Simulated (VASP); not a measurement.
# MoS2 (P6_3/mmc) in VASP: single point with PBE

Aim: the single point of MoS2 with PBE.

Everything below comes from runs of VASP 6.6.1. Logs are shortened: lines on timing, memory, paths and dates and some standing lists are left out, and cuts for length are marked.

### Step 1. The cell of the first run

Symmetry: P6_3/mmc, No. 194, hexagonal system. Conventional cell: a = 3.165 Å, b = 3.165 Å, c = 12.233 Å, α = 90.00°, β = 90.00°, γ = 120.00°. Mo (site symmetry -6m2) has 6 S at 2.40 Å and 6 Mo at 3.16 Å within 3.2 Å. Within 3.2 Å of S (site symmetry 3m) lie 3 Mo at 2.40 Å and 7 S at 3.11 to 3.16 Å.

### Step 2. Single point, PBE, non-collinear spin, zero start, spin-orbit coupling

INCAR

```
PREC = Accurate ; ENCUT = 520
EDIFF = 1E-7 ; ISMEAR = 0
SIGMA = 0.01 ; LREAL = False
LASPH = True ; NELM = 150
ALGO = Normal ; ISIF = 2
LWAVE = False ; LCHARG = False
MAGMOM = 0 0 0 0 0 0 0 0 0 0 0 0 0 0 0 0 0 0 ; LORBIT = 11
LSORBIT = True ; GGA_COMPAT = False
LORBMOM = True ; LMAXMIX = 4
GGA = PE ; NBANDS = 68
```

KPOINTS

```
Automatic mesh
0
Gamma
  12 12 3
```

POSCAR

```
MoS2
1.0
    3.1646447013      0.0000000000      0.0000000000
   -1.5823223506      2.7406627052      0.0000000000
    0.0000000000      0.0000000000     12.2325765358
Mo S
2 4
Direct
    0.3333333333      0.6666666667      0.2500000000
    0.6666666667      0.3333333333      0.7500000000
    0.3333333333      0.6666666667      0.6227761295
    0.6666666667      0.3333333333      0.1227761295
    0.3333333333      0.6666666667      0.8772238705
    0.6666666667      0.3333333333      0.3772238705
```

Potentials or basis: VASP PAW PBE potentials, release 64 (Mo_sv, S).

Launch:

```
$ cat potpaw_PBE.64/Mo_sv/POTCAR potpaw_PBE.64/S/POTCAR > POTCAR
$ mpirun -np 1 vasp_ncl > vasp.out
```

OUTCAR:

```text
PREC = Accurate
   ENCUT = 520
   EDIFF = 1E-7
   ISMEAR = 0
   LREAL = False
   LASPH = True
   NELM = 150
   ISIF = 2
   LORBIT = 11
   LSORBIT = True
   GGA = PE

 ion  position               nearest neighbor table
   1  0.333  0.667  0.250-   4 2.40   6 2.40   4 2.40   6 2.40   4 2.40   6 2.40
   2  0.667  0.333  0.750-   3 2.40   5 2.40   3 2.40   5 2.40   3 2.40   5 2.40
   3  0.333  0.667  0.623-   2 2.40   2 2.40   2 2.40
   4  0.667  0.333  0.123-   1 2.40   1 2.40   1 2.40
   5  0.333  0.667  0.877-   2 2.40   2 2.40   2 2.40
   6  0.667  0.333  0.377-   1 2.40   1 2.40   1 2.40

  LATTYP: Found a hexagonal cell.
 ALAT       =     3.1646447013
 C/A-ratio  =     3.8653870151

  Lattice vectors:

 A1 = (   3.1646447013,   0.0000000000,   0.0000000000)
 A2 = (  -1.5823223506,   2.7406627052,   0.0000000000)
 A3 = (   0.0000000000,   0.0000000000,  12.2325765358)

Analysis of symmetry for initial positions (statically):
=====================================================================
 Subroutine PRICEL returns:
 Original cell was already a primitive cell.

 Routine SETGRP: Setting up the symmetry group for a
 hexagonal supercell.

 Subroutine GETGRP returns: Found 24 space group operations
 (whereof 12 operations were pure point group operations)
 out of a pool of 24 trial point group operations.

The static configuration has the point symmetry D_3d.
 The point group associated with its full space group is D_6h.

Analysis of symmetry for dynamics (positions and initial velocities):
=====================================================================
 Subroutine PRICEL returns:
 Original cell was already a primitive cell.

 Routine SETGRP: Setting up the symmetry group for a
 hexagonal supercell.

 Subroutine GETGRP returns: Found 24 space group operations
 (whereof 12 operations were pure point group operations)
 out of a pool of 24 trial point group operations.

The dynamic configuration has the point symmetry D_3d.
 The point group associated with its full space group is D_6h.

Analysis of structural, dynamic, and magnetic symmetry:
=====================================================================
 Subroutine PRICEL returns:
 Original cell was already a primitive cell.

 Routine SETGRP: Setting up the symmetry group for a
 hexagonal supercell.

 Subroutine GETGRP returns: Found 24 space group operations
 (whereof 12 operations were pure point group operations)
 out of a pool of 24 trial point group operations.

The overall configuration has the point symmetry D_3d.
 The point group associated with its full space group is D_6h.

 Subroutine INISYM returns: Found 24 space group operations
 (whereof 12 operations are pure point group operations),
 and found     1 'primitive' translations
[... 1818 lines left out ...]
  3        -0.000   0.000  -0.000
  4         0.000   0.000   0.000
  5         0.000   0.000   0.000
  6        -0.000   0.000  -0.000
 ----------------------------------------
           -0.000   0.000  -0.000

 orbital moment (y)

 # of ion     p       d       tot
 ----------------------------------------
  1         0.000   0.000   0.000
  2         0.000  -0.000  -0.000
  3         0.000   0.000   0.000
  4        -0.000   0.000  -0.000
  5        -0.000   0.000  -0.000
  6        -0.000   0.000  -0.000
 ----------------------------------------
           -0.000  -0.000  -0.000

 orbital moment (z)

 # of ion     p       d       tot
 ----------------------------------------
  1         0.000   0.000   0.000
  2         0.000   0.000   0.000
  3         0.000   0.000   0.000
  4         0.000   0.000   0.000
  5         0.000   0.000   0.000
  6         0.000   0.000   0.000
 ----------------------------------------
            0.000   0.000   0.000

 Spin-Orbit-Coupling matrix elements

 Ion:    1  E_soc:     -0.1918965
 l=   1
     0.0000000    -0.0294265    -0.0294590
    -0.0294265     0.0000000    -0.0294265
    -0.0294590    -0.0294265     0.0000000
 l=   2
     0.0000000    -0.0004825     0.0000000    -0.0004825    -0.0021469
    -0.0004825     0.0000000    -0.0015772    -0.0004050    -0.0004825
     0.0000000    -0.0015772     0.0000000    -0.0015772     0.0000000
    -0.0004825    -0.0004050    -0.0015772     0.0000000    -0.0004825
    -0.0021469    -0.0004825     0.0000000    -0.0004825     0.0000000
 l=   3
     0.0000000     0.0000000     0.0000000     0.0000000     0.0000000     0.0000000     0.0000000
     0.0000000     0.0000000     0.0000000     0.0000000     0.0000000     0.0000000     0.0000000
     0.0000000     0.0000000     0.0000000     0.0000000     0.0000000     0.0000000     0.0000000
     0.0000000     0.0000000     0.0000000     0.0000000     0.0000000     0.0000000     0.0000000
[... 89 lines left out ...]
 l=   2
     0.0000000     0.0000000     0.0000000     0.0000000     0.0000000
     0.0000000     0.0000000     0.0000000     0.0000000     0.0000000
     0.0000000     0.0000000     0.0000000     0.0000000     0.0000000
     0.0000000     0.0000000     0.0000000     0.0000000     0.0000000
     0.0000000     0.0000000     0.0000000     0.0000000     0.0000000
 l=   3
     0.0000000     0.0000000     0.0000000     0.0000000     0.0000000     0.0000000     0.0000000
     0.0000000     0.0000000     0.0000000     0.0000000     0.0000000     0.0000000     0.0000000
     0.0000000     0.0000000     0.0000000     0.0000000     0.0000000     0.0000000     0.0000000
     0.0000000     0.0000000     0.0000000     0.0000000     0.0000000     0.0000000     0.0000000
     0.0000000     0.0000000     0.0000000     0.0000000     0.0000000     0.0000000     0.0000000
     0.0000000     0.0000000     0.0000000     0.0000000     0.0000000     0.0000000     0.0000000
     0.0000000     0.0000000     0.0000000     0.0000000     0.0000000     0.0000000     0.0000000

 total charge

# of ion       s       p       d       tot
------------------------------------------
    1        2.293   6.225   3.960  12.478
    2        2.293   6.225   3.960  12.478
    3        1.365   2.344   0.000   3.708
    4        1.365   2.344   0.000   3.708
    5        1.365   2.344   0.000   3.708
    6        1.365   2.344   0.000   3.708
--------------------------------------------------
tot         10.046  21.824   7.920  39.790

 magnetization (x)

# of ion       s       p       d       tot
------------------------------------------
    1        0.000   0.000   0.000   0.000
    2        0.000   0.000   0.000   0.000
    3       -0.000   0.000   0.000   0.000
    4        0.000   0.000   0.000   0.000
    5        0.000   0.000   0.000   0.000
    6       -0.000  -0.000   0.000  -0.000
--------------------------------------------------
tot          0.000   0.000   0.000   0.000

 magnetization (y)

# of ion       s       p       d       tot
------------------------------------------
    1        0.000   0.000  -0.000  -0.000
    2        0.000  -0.000  -0.000  -0.000
    3        0.000   0.000   0.000   0.000
    4        0.000   0.000   0.000   0.000
    5        0.000   0.000   0.000   0.000
    6        0.000   0.000   0.000   0.000
--------------------------------------------------
tot          0.000  -0.000  -0.000  -0.000

 magnetization (z)

# of ion       s       p       d       tot
------------------------------------------
    1        0.000   0.000   0.000   0.000
    2        0.000   0.000   0.000   0.000
    3        0.000   0.000   0.000   0.000
    4        0.000   0.000   0.000   0.000
    5        0.000   0.000   0.000   0.000
    6        0.000   0.000   0.000   0.000
--------------------------------------------------
tot          0.000   0.000   0.000   0.000
```

OSZICAR:

```text
N       E                     dE             d eps       ncg     rms          rms(c)
DAV:   1     0.478277959833E+03    0.47828E+03   -0.28942E+04  5624   0.146E+03
DAV:   2    -0.175284717306E+02   -0.49581E+03   -0.47752E+03  6160   0.386E+02
DAV:   3    -0.460087494295E+02   -0.28480E+02   -0.27886E+02  6272   0.844E+01
DAV:   4    -0.466995832977E+02   -0.69083E+00   -0.68638E+00  6236   0.128E+01
DAV:   5    -0.467137493641E+02   -0.14166E-01   -0.14157E-01  6012   0.186E+00    0.349E+01
DAV:   6    -0.445502306023E+02    0.21635E+01   -0.12420E+01  5448   0.231E+01    0.130E+01
DAV:   7    -0.441484615041E+02    0.40177E+00   -0.54198E+00  5428   0.150E+01    0.834E+00
DAV:   8    -0.437886956595E+02    0.35977E+00   -0.84393E-01  5408   0.633E+00    0.302E+00
DAV:   9    -0.437993031536E+02   -0.10607E-01   -0.10953E-01  5792   0.168E+00    0.131E+00
DAV:  10    -0.437907815383E+02    0.85216E-02   -0.26671E-02  5360   0.115E+00    0.438E-01
DAV:  11    -0.437912341697E+02   -0.45263E-03   -0.23743E-03  5864   0.252E-01    0.236E-01
DAV:  12    -0.437910253557E+02    0.20881E-03   -0.62037E-04  5360   0.154E-01    0.589E-02
DAV:  13    -0.437910183105E+02    0.70452E-05   -0.70815E-05  5928   0.400E-02    0.348E-02
DAV:  14    -0.437910260645E+02   -0.77540E-05   -0.16334E-05  5384   0.203E-02    0.128E-02
DAV:  15    -0.437910272535E+02   -0.11890E-05   -0.70793E-07  5320   0.431E-03    0.102E-02
DAV:  16    -0.437910275731E+02   -0.31956E-06   -0.14253E-06  5276   0.625E-03    0.362E-03
DAV:  17    -0.437910275861E+02   -0.12962E-07   -0.24054E-07  4888   0.283E-03
   1 F= -.43791028E+02 E0= -.43791028E+02  d E =0.000000E+00  mag=    -0.0000     0.0000     0.0000
```

stdout:

```text
POSCAR found type information on POSCAR MoS
 POSCAR found :  2 types and       6 ions
 scaLAPACK will be used
 LDA part: xc-table for (Slater+PW92), standard interpolation
 POSCAR, INCAR and KPOINTS ok, starting setup
 FFT: planning ... GRIDC
 FFT: planning ... GRID_SOFT
 FFT: planning ... GRID
 WAVECAR not read
 entering main loop
```

Wall time 8.1 min (1 thread of Intel Xeon 6975P-C (Granite Rapids), shared host); peak memory 0.65 GiB.

What came out:

- Free energy: -43.7910 eV
- Pressure: 3.3 GPa
- Largest force: 0.107 eV/Å
- Net moment: 0.00 μB per cell
- Valence electrons inside the program's atomic spheres: Mo 12.48; S 3.71

Forces on the atoms (eV/Å):
```
Mo   0.000  0.000  0.000
Mo   0.000  0.000  0.000
S    0.000  0.000 -0.107
S    0.000  0.000 -0.107
S    0.000  0.000  0.107
S    0.000  0.000  0.107
```

Moments on the atoms (μB; x, y, z):
```
Mo  0.00 0.00 0.00
Mo  0.00 0.00 0.00
S   0.00 0.00 0.00
S   0.00 0.00 0.00
S   0.00 0.00 0.00
S   0.00 0.00 0.00
```

Caveat: this functional lacks dispersion, which binds the layers, so the pressure and a relaxed spacing across them are unreliable.
